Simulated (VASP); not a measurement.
# TePb (Pm-3m) in VASP: notebook

Aim: see how the results for TePb move with the level of theory and the settings. Levels: PBE, r2SCAN, PBE-based screened hybrid with 75 % exact exchange. Tasks: single point.

Everything below comes from runs of VASP 6.6.1. Logs are shortened: lines on timing, memory, paths and dates and some standing lists are left out, and cuts for length are marked.

### 1 The cell of the first run

It takes space group Pm-3m (No. 221, cubic). Conventional cell: a = 3.975 Å, b = 3.975 Å, c = 3.975 Å, α = 90.00°, β = 90.00°, γ = 90.00°. Pb (site symmetry m-3m) has 8 Te at 3.44 Å and 6 Pb at 3.98 Å within 4.5 Å. Within 4.5 Å of Te (site symmetry m-3m) lie 8 Pb at 3.44 Å and 6 Te at 3.98 Å.

### 2 Single point, PBE

The input, INCAR:

```
ALGO = Normal
EDIFF = 1E-7
ENCUT = 520
GGA = PE
ISIF = 2
ISMEAR = -1
LASPH = T
LCHARG = F
LREAL = F
LWAVE = F
NBANDS = 17
NELM = 100
PREC = Accurate
SIGMA = 0.02
```

The input, KPOINTS:

```
k-points
0
Gamma
  4 4 4
```

The input, POSCAR:

```
TePb
1.0
    3.9750058709      0.0000000000      0.0000000000
    0.0000000000      3.9750058709      0.0000000000
    0.0000000000      0.0000000000      3.9750058709
Pb Te
1 1
Direct
    0.0000000000      0.0000000000      0.0000000000
    0.5000000000      0.5000000000      0.5000000000
```

Potentials or basis: VASP PAW PBE potentials, release 64 (Pb_d, Te).

Launch:

```sh
cat potpaw_PBE.64/Pb_d/POTCAR potpaw_PBE.64/Te/POTCAR > POTCAR
mpirun -np 1 vasp_std > vasp.out
```

OUTCAR:

```text
EDIFF = 1E-7
   ENCUT = 520
   GGA = PE
   ISIF = 2
   ISMEAR = -1
   LASPH = T
   LREAL = F
   NELM = 100
   PREC = Accurate

 ion  position               nearest neighbor table
   1  0.000  0.000  0.000-   2 3.44   2 3.44   2 3.44   2 3.44   2 3.44   2 3.44   2 3.44   2 3.44

   2  0.500  0.500  0.500-   1 3.44   1 3.44   1 3.44   1 3.44   1 3.44   1 3.44   1 3.44   1 3.44

  LATTYP: Found a simple cubic cell.
 ALAT       =     3.9750058709

  Lattice vectors:

 A1 = (   3.9750058709,   0.0000000000,   0.0000000000)
 A2 = (   0.0000000000,   3.9750058709,   0.0000000000)
 A3 = (   0.0000000000,   0.0000000000,   3.9750058709)

Analysis of symmetry for initial positions (statically):
=====================================================================
 Subroutine PRICEL returns:
 Original cell was already a primitive cell.

 Routine SETGRP: Setting up the symmetry group for a
 simple cubic supercell.

 Subroutine GETGRP returns: Found 48 space group operations
 (whereof 48 operations were pure point group operations)
 out of a pool of 48 trial point group operations.

The static configuration has the point symmetry O_h .

Analysis of symmetry for dynamics (positions and initial velocities):
=====================================================================
 Subroutine PRICEL returns:
 Original cell was already a primitive cell.

 Routine SETGRP: Setting up the symmetry group for a
 simple cubic supercell.

 Subroutine GETGRP returns: Found 48 space group operations
 (whereof 48 operations were pure point group operations)
 out of a pool of 48 trial point group operations.

The dynamic configuration has the point symmetry O_h .

 Subroutine INISYM returns: Found 48 space group operations
 (whereof 48 operations are pure point group operations),
 and found     1 'primitive' translations

----------------------------------------------------------------------------------------

                                     Primitive cell

  volume of cell :      62.8078

  direct lattice vectors                    reciprocal lattice vectors
     3.975005871  0.000000000  0.000000000     0.251571955  0.000000000  0.000000000
[... 65 lines left out ...]
   ISPIN  =      1    spin polarized calculation?
   LNONCOLLINEAR =      F non collinear calculations
   LSORBIT =      F    spin-orbit coupling
   LASPH  =      T    aspherical Exc in radial PAW
   ENCUT  =  520.0 eV  38.22 Ry    6.18 a.u.   7.39  7.39  7.39*2*pi/ulx,y,z
   NELM   =    100;   NELMIN=  2; NELMDL= -5     # of ELM steps
   EDIFF  = 0.1E-06   stopping-criterion for ELM
   LREAL  =      F    real-space projection
   EDIFFG = 0.1E-05   stopping-criterion for IOM
   NSW    =      0    number of steps for IOM
   IBRION =     -1    ionic relax: 0-MD 1-quasi-New 2-CG
   NFREE  =      0    steps in history (QN), initial steepest desc. (CG)
   ISIF   =      2    stress and relaxation
   ISYM   =      2    0-nonsym 1-usesym 2-fastsym
   POTIM  = 0.5000    time-step for ionic-motion
   TEBEG  =    0.0;   TEEND  =   0.0 temperature during run
   PSTRESS=    0.0 pullay stress
   NELECT =      20.0000    total number of electrons
   NUPDOWN=      -1.0000    fix difference up-down
   EMIN   =  10.00;   EMAX   =-10.00  energy-range for DOS
   EFERMI =   0.00;   METHOD = LEGACY
   ISMEAR =    -1;   SIGMA  =   0.02  broadening in eV -4-tet -1-fermi 0-gaus
   EFERMI_NEDOS =   21; number of points for ismear=-14 and -15
   IALGO  =     38    algorithm
   IMIX   =      4    mixing-type and parameters
     AMIX     =   0.40;   BMIX     =  1.00
     AMIX_MAG =   1.60;   BMIX_MAG =  1.00
  volume/ion in A,a.u.               =      31.40       211.92
  Fermi-wavevector in a.u.,A,eV,Ry     =   1.117928  2.112577 17.004049  1.249762
  Thomas-Fermi vector in A             =   2.254555
   LORBIT       =      0    0 simple, 1 ext, 2 COOP (PROOUT), +10 PAW based schemes
   GGA     = PE    functional components
   LHFCALC =     F    Hartree Fock is set to
   AEXX    =    0.0000 exact exchange contribution
   IVDW    =     0    specifies the selected vdW correction
   LEPSILON=     F    determine dielectric tensor
   LRPA    =     F    only Hartree local field effects (RPA)
 non-spin polarized calculation
  energy-cutoff  :      520.00
  volume of cell :       62.81
 maximum number of plane-waves:      1743
 NGX is ok and might be reduce to    30
   NGX = 15   NGY = 15   NGZ = 15

 number of electron      20.0000002 magnetization

 Free energy of the ion-electron system (eV)
  ---------------------------------------------------
  ext. energy  EPLUGINS =         0.00000000
  ---------------------------------------------------
  free energy    TOTEN  =        -6.92943587 eV

  energy without entropy =       -6.92183097  energy(sigma->0) =       -6.92563342

 E-fermi :   6.7291     XC(G=0):  -9.7675

 val. band max:        6.7017273999   @ k =   0.5000   0.2500   0.0000
 cond. band min:       6.7566495480   @ k =   0.5000   0.2500   0.2500
 fundamental gap:      0.0549221480
 Fermi energy:         6.7291217741

 k-point     1 :       0.0000    0.0000    0.0000
  band No.  band energies     occupation
      1     -10.5803      2.00000
      2     -10.5803      2.00000
      3     -10.4900      2.00000
      4     -10.4900      2.00000
      5     -10.4900      2.00000
      6      -5.6403      2.00000
[... 177 lines left out ...]
      4     -10.4597      2.00000
      5     -10.4597      2.00000
      6      -3.0442      2.00000
[... 9 lines left out ...]
     16      20.4321      0.00000
     17      21.6959      0.00000

------------------------ aborting loop because EDIFF is reached ----------------------------------------

  FORCE on cell =-STRESS in cart. coord.  units (eV):
  Direction    XX          YY          ZZ          XY          YZ          ZX
  --------------------------------------------------------------------------------------
  -------------------------------------------------------------------------------------
  Total        0.5552713      0.5552713      0.5552713      0.0000000      0.0000000     -0.0000000
  in kB       14.1645394     14.1645394     14.1645394      0.0000000      0.0000000     -0.0000000
  external PRESSURE =      14.1645394 kB  Pullay stress =       0.0000000 kB

 VOLUME and BASIS-vectors are now :
 -----------------------------------------------------------------------------
  energy-cutoff  :      520.00
  volume of cell :       62.81
      direct lattice vectors                 reciprocal lattice vectors
     3.975005871  0.000000000  0.000000000     0.251571955  0.000000000  0.000000000
     0.000000000  3.975005871  0.000000000     0.000000000  0.251571955  0.000000000
     0.000000000  0.000000000  3.975005871     0.000000000  0.000000000  0.251571955

 POSITION                                       TOTAL-FORCE (eV/Angst)
 -----------------------------------------------------------------------------------
      0.00000      0.00000      0.00000         0.000000      0.000000      0.000000
      1.98750      1.98750      1.98750         0.000000      0.000000      0.000000
 -----------------------------------------------------------------------------------
    total drift:                               -0.000000     -0.000000     -0.000000

  FREE ENERGIE OF THE ION-ELECTRON SYSTEM (eV)
  ---------------------------------------------------
  free  energy   TOTEN  =        -6.9294358745 eV

  energy  without entropy=       -6.9218309664  energy(sigma->0) =       -6.92563342
```

OSZICAR:

```text
N       E                     dE             d eps       ncg     rms          rms(c)
DAV:   1     0.158188970978E+03    0.15819E+03   -0.93675E+03   340   0.117E+03
DAV:   2     0.369706885131E+01   -0.15449E+03   -0.14930E+03   357   0.308E+02
DAV:   3    -0.688881323769E+01   -0.10586E+02   -0.10520E+02   459   0.848E+01
[... 13 lines left out ...]
DAV:  17    -0.692943583704E+01    0.93918E-05   -0.15159E-05   442   0.259E-02    0.208E-02
DAV:  18    -0.692943665528E+01   -0.81825E-06   -0.31148E-06   415   0.152E-02    0.539E-03
DAV:  19    -0.692943646352E+01    0.19176E-06   -0.12166E-07   303   0.353E-03    0.637E-03
DAV:  20    -0.692943586329E+01    0.60023E-06   -0.89762E-07   406   0.650E-03    0.112E-03
DAV:  21    -0.692943587446E+01   -0.11167E-07   -0.63926E-08   192   0.136E-03
   1 F= -.69294359E+01 E0= -.69256334E+01  d E =-.760491E-02
```

Wall time 29 s (1 thread of AMD EPYC 7R13, shared host); peak memory 0.14 GiB.

Results:

| Item | Value |
| --- | --- |
| Free energy | -6.9294 eV |
| Pressure | 1.4 GPa |
| Band gap on the k mesh | zero (bands 10 and 11 overlap by 1.40 eV) |

Levels at points of the mesh, in eV from the Fermi level:
```
           k point  band 6  band 7  band 8  band 9  band 10  band 11  band 12  band 13  band 14  band 15
(0.00, 0.00, 0.00)  -12.37   -6.82   -1.69   -1.69    -1.69     3.89     3.89     5.27     5.27     5.27
(0.50, 0.00, 0.00)  -10.95   -9.26   -0.81   -0.21    -0.21     0.11     2.22     2.22     5.22     6.71
(0.50, 0.50, 0.00)  -10.17   -8.07   -4.59   -4.59     0.18     3.44     3.67     3.67     5.98     6.84
(0.50, 0.50, 0.50)   -9.77   -7.29   -2.60   -2.60    -2.60    -1.22    -1.22    -1.22    13.70    13.70
```

Caveat: the k points lie up to 0.40 Å⁻¹ apart, too coarse for converged energies and pressures of a metal; the structure was generated, so it needn't be the stable form of TePb; spin-orbit coupling is left out, which moves the levels of the heavy elements.

### 3 Single point, r2SCAN

POSCAR is that of step 2.

The input, INCAR.step1:

```
SYSTEM = TePb
PREC = Accurate
ENCUT = 520
ISMEAR = -1
SIGMA = 0.02
LREAL = .False.
LASPH = .True.
NELM = 80
NBANDS = 17
GGA = PE
ALGO = Normal
EDIFF = 1E-4
LWAVE = .True.
LCHARG = .False.
```

The input, INCAR.step2:

```
SYSTEM = TePb
PREC = Accurate
ENCUT = 520
EDIFF = 1E-7
ISMEAR = -1
SIGMA = 0.02
LREAL = .False.
LASPH = .True.
NELM = 80
ALGO = Normal
ISIF = 2
LWAVE = .False.
LCHARG = .False.
METAGGA = R2SCAN
LMIXTAU = .True.
NBANDS = 17
ISTART = 1
```

The input, KPOINTS:

```
regular mesh
0
Gamma
  4 4 4
  0 0 0
```

Potentials or basis: VASP PAW PBE potentials, release 64 (Pb_d, Te).

Launch:

```sh
cat potpaw_PBE.64/Pb_d/POTCAR potpaw_PBE.64/Te/POTCAR > POTCAR
cp INCAR.step1 INCAR
mpirun -np 1 vasp_std > vasp.out
cp INCAR.step2 INCAR
mpirun -np 1 vasp_std > vasp.out
```

Run time: 81 s. Hardware: 1 thread of AMD EPYC 7R13, shared host; peak memory 0.14 GiB.

The run converged. Its results:

```
Free energy            : -82.0476 eV
Pressure               : 1.3 GPa
Band gap on the k mesh : zero (bands 10 and 11 overlap by 1.26 eV)
```

Levels at points of the mesh, in eV from the Fermi level:
| k point | band 7 | band 8 | band 9 | band 10 | band 11 | band 12 | band 13 | band 14 |
| --- | --- | --- | --- | --- | --- | --- | --- | --- |
| (0.00, 0.00, 0.00) | -7.00 | -1.83 | -1.83 | -1.83 | 4.31 | 4.31 | 5.51 | 5.51 |
| (0.50, 0.00, 0.00) | -9.65 | -0.87 | -0.29 | -0.29 | 0.37 | 2.30 | 2.30 | 5.68 |
| (0.50, 0.50, 0.00) | -8.43 | -4.77 | -4.77 | 0.11 | 3.55 | 3.93 | 3.93 | 6.56 |
| (0.50, 0.50, 0.50) | -7.65 | -2.74 | -2.74 | -2.74 | -1.16 | -1.16 | -1.16 | 14.77 |

Caveat: the k points lie up to 0.40 Å⁻¹ apart, too coarse for converged energies and pressures of a metal; the structure was generated, so it needn't be the stable form of TePb; the PAW data sets were made with another functional, which shifts forces and pressure a little; spin-orbit coupling is left out, which moves the levels of the heavy elements.

### 4 Single point, PBE-based screened hybrid with 75 % exact exchange

POSCAR is that of step 3.

The input, INCAR.step1:

```
SYSTEM = TePb
PREC     = Accurate       ! precision mode
ENCUT    = 520            ! plane-wave cutoff, eV
EDIFF    = 1E-5           ! SCF threshold, eV
ISMEAR   = -1             ! smearing method
SIGMA    = 0.02           ! smearing width, eV
LREAL    = .False.        ! projectors in reciprocal space
LASPH    = .True.         ! aspherical terms in the spheres
NELM     = 100            ! most SCF steps
ALGO     = Normal         ! electronic algorithm
ISIF     = 2              ! what is computed and relaxed
LWAVE    = .True.         ! write WAVECAR
LCHARG   = .False.        ! write CHGCAR
GGA      = PE             ! functional
NBANDS   = 17             ! bands
```

The input, INCAR.step2:

```
SYSTEM = TePb
PREC     = Accurate       ! precision mode
ENCUT    = 520            ! plane-wave cutoff, eV
EDIFF    = 1E-6           ! SCF threshold, eV
ISMEAR   = -1             ! smearing method
SIGMA    = 0.02           ! smearing width, eV
LREAL    = .False.        ! projectors in reciprocal space
LASPH    = .True.         ! aspherical terms in the spheres
NELM     = 100            ! most SCF steps
ALGO     = Normal         ! electronic algorithm
ISIF     = 2              ! what is computed and relaxed
LWAVE    = .False.        ! write WAVECAR
LCHARG   = .False.        ! write CHGCAR
GGA      = PE             ! functional
LHFCALC  = .True.         ! exact exchange
AEXX     = 0.75           ! exact-exchange fraction
HFSCREEN = 0.2078         ! screening, 1/A
PRECFOCK = Normal       
ISTART   = 1            
NBANDS   = 17             ! bands
```

The input, KPOINTS:

```
Automatic mesh
0
Gamma
  4 4 4
  0 0 0
```

Launch:

```sh
cat potpaw_PBE.64/Pb_d/POTCAR potpaw_PBE.64/Te/POTCAR > POTCAR
cp INCAR.step1 INCAR
mpirun -np 1 vasp_std > vasp.out
cp INCAR.step2 INCAR
mpirun -np 1 vasp_std > vasp.out
```

Wall time 30 min (1 thread of AMD EPYC 7R13, shared host); peak memory 0.25 GiB.

It converged, with:

| Quantity | Value |
| --- | --- |
| Free energy | -12.1909 eV |
| Pressure | -2.3 GPa |
| Band gap on the k mesh | zero (bands 10 and 11 overlap by 0.56 eV) |

Levels at points of the mesh, in eV from the Fermi level:
| k point | band 7 | band 8 | band 9 | band 10 | band 11 | band 12 | band 13 | band 14 |
| --- | --- | --- | --- | --- | --- | --- | --- | --- |
| (0.00, 0.00, 0.00) | -7.86 | -2.34 | -2.34 | -2.34 | 5.59 | 5.59 | 7.89 | 7.89 |
| (0.50, 0.00, 0.00) | -11.59 | -0.84 | -0.52 | -0.52 | 1.32 | 3.94 | 3.94 | 7.26 |
| (0.50, 0.50, 0.00) | -9.63 | -6.04 | -6.04 | 0.17 | 5.70 | 5.90 | 5.90 | 7.72 |
| (0.50, 0.50, 0.50) | -8.54 | -3.60 | -3.60 | -3.60 | -0.39 | -0.39 | -0.39 | 17.36 |

Caveat: the k points lie up to 0.40 Å⁻¹ apart, too coarse for converged energies and pressures of a metal; the structure was generated, so it needn't be the stable form of TePb; the PAW data sets were made with another functional, which shifts forces and pressure a little; spin-orbit coupling is left out, which moves the levels of the heavy elements.

### 5 Summary

| level | grid for exact exchange (PRECFOCK) | share of exact exchange | screening parameter | gap on the mesh (eV) | pressure (GPa) |
| --- | --- | --- | --- | --- | --- |
| PBE | - | - | - | none | 1.4 |
| r2SCAN | - | - | - | none | 1.3 |
| PBE-based screened hybrid with 75 % exact exchange | Normal | 0.75 | 0.2078 1/Å | none | -2.3 |

Alike in all rows: task single point; potentials or basis VASP PAW PBE potentials, release 64 (Pb_d, Te); no spin polarisation; cell as given; k mesh 4 × 4 × 4; cutoff (eV) 520; smearing fermi-dirac 0.02 eV.

Caveats: all runs use coarse meshes; the structure was generated, so it needn't be the stable form of TePb; spin-orbit coupling is left out, which moves the levels of the heavy elements; the PAW data sets were made with another functional, which shifts forces and pressure a little (at least some runs).

Absolute energies hang on the potentials; compare differences alone.

The gap in the log of VASP goes by the Fermi energy; the results here count the filled bands.